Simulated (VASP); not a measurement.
A run of VASP 6.6.1:

File INCAR:

```
SYSTEM = Al
  PREC = Accurate
  ENCUT = 400
  EDIFF = 1E-6
  ISMEAR = 0
  SIGMA = 0.1
  LREAL = .FALSE.
  LASPH = .TRUE.
  NELM = 120
  ALGO = Normal
  ISIF = 2
  LWAVE = .FALSE.
  LCHARG = .FALSE.
  LDIPOL = .TRUE.
  IDIPOL = 3
  DIPOL = 0.5 0.5 0.292
  GGA = PE
  NBANDS = 30
  GGA_COMPAT = .FALSE.
  NELMDL = -8
```

Contents of KPOINTS:

```
regular mesh
0
G
  6 6 1
  0 0 0
```

POSCAR

```
Al
1.0
    5.7143028096      0.0000000000      0.0000000000
   -2.8571514048      4.9487313980      0.0000000000
    0.0000000000      0.0000000000     21.6016424764
Al
12
Direct
    0.3333333333      0.1666666667      0.1851711047
    0.3333333333      0.6666666667      0.1851711047
    0.8333333333      0.1666666667      0.1851711047
    0.8333333333      0.6666666667      0.1851711047
    0.1666666667      0.3333333333      0.2916873740
    0.1666666667      0.8333333333      0.2916873740
    0.6666666667      0.3333333333      0.2916873740
    0.6666666667      0.8333333333      0.2916873740
    0.0000000000      0.0000000000      0.3981939098
    0.0000000000      0.5000000000      0.3981939098
    0.5000000000      0.0000000000      0.3981939098
    0.5000000000      0.5000000000      0.3981939098
```

Potentials or basis: VASP PAW PBE potentials, release 64 (Al).

Run with:

```console
$ cat potpaw_PBE.64/Al/POTCAR > POTCAR
$ mpirun -np 1 vasp_std > vasp.out
```

Hardware: 1 thread of Intel Xeon 8259CL, with other jobs on the host.

Problem. How long does it take, and how much memory?

Solution. Wall time 3.9 min on 1 thread of Intel Xeon 8259CL, on a shared host, peak memory 0.5 GiB. Counts: scf iterations 25, k points 7.
